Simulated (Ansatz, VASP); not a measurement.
# Two plane-wave programs on Pd

POSCAR

```
Pd
1.0
    0.0000000000      2.6784289448      2.6784289448
    2.6784289448      0.0000000000      2.6784289448
    2.6784289448      2.6784289448      0.0000000000
Pd
2
Direct
   -0.2600000000     -0.0800000000     -0.0800000000
    0.2600000000      0.0800000000      0.0800000000
```

File INCAR.step1:

```
  PREC = Accurate
  ENCUT = 440
  ISMEAR = -1
  SIGMA = 0.05
  LREAL = F
  LASPH = T
  NELM = 120
  NBANDS = 17
  GGA = PE
  ALGO = Normal
  EDIFF = 1E-5
  LWAVE = T
  LCHARG = F
  GGA_COMPAT = F
```

File INCAR.step2:

```
  PREC = Accurate
  ENCUT = 440
  EDIFF = 1E-8
  ISMEAR = -1
  SIGMA = 0.05
  LREAL = F
  LASPH = T
  NELM = 120
  ALGO = Normal
  ISIF = 2
  LWAVE = F
  LCHARG = F
  METAGGA = R2SCAN
  LMIXTAU = T
  LEFG = T
  NBANDS = 17
  ISTART = 1
  GGA_COMPAT = F
```

KPOINTS

```
Automatic mesh
0
Gamma
  10 10 10
```

Input for Ansatz:

```yaml
crystal:
  lattice:
    - [0.0, 2.6784289448, 2.6784289448]
    - [2.6784289448, 0.0, 2.6784289448]
    - [2.6784289448, 2.6784289448, 0.0]
  atoms:
    - { symbol: Pd, position: [-0.26, -0.08, -0.08] }
    - { symbol: Pd, position: [0.26, 0.08, 0.08] }
kpoints:
  mp_grid: { grid: [10, 10, 10] }
scf:
  occupations: { method: fermi_dirac, width: 0.05 }
hamiltonian:
  xc: r2scan
  pseudopotentials: { kind: paw }
output:
  forces: true
  stress: true
  eigenvalues: true
  efg: { contact_densities: true }
  populations: true
```

Change from the starting cell: shortest bond scaled by 0.64, PAW files.

Alike in both runs: task electric field gradients; functional r2SCAN; k mesh 10 × 10 × 10; occupations fermi-dirac, width 0.05 eV; no spin polarisation.

|  | VASP | Ansatz |
| --- | --- | --- |
| version | VASP 6.6.1 | Ansatz 0.2.0 |
| potentials or method | VASP PAW PBE potentials, release 64 (Pd) | PAW with Ansatz's default frozen-core files, scalar-relativistic |
| plane-wave cutoff (eV) | 440 | 500 |
| valence electrons in the cell | 20 | 36 |

|  | VASP | Ansatz | Ansatz less VASP |
| --- | --- | --- | --- |
| pressure (GPa) | 35.6 | 234.0 | +198.31 |
| traceless stress, the component that is largest in VASP (GPa) | -45.91 | -239.99 | -194.077 |
| rms of the force components (eV/Å) | 12.575 | 66.814 | +54.2391 |
| size of Vzz on the site where it differs most (V/Å²) | 293.8 | 519.1 | +225.30 |

VASP's potentials were made for PBE, not for r2SCAN. Atom by atom the forces differ by 54.239 eV/Å (rms over components). The pressures are high and differ by over a tenth, so treat them with care. VASP's potentials hold 20 valence electrons a cell and Ansatz's 36, so a difference there can come from the potentials and not from the codes.
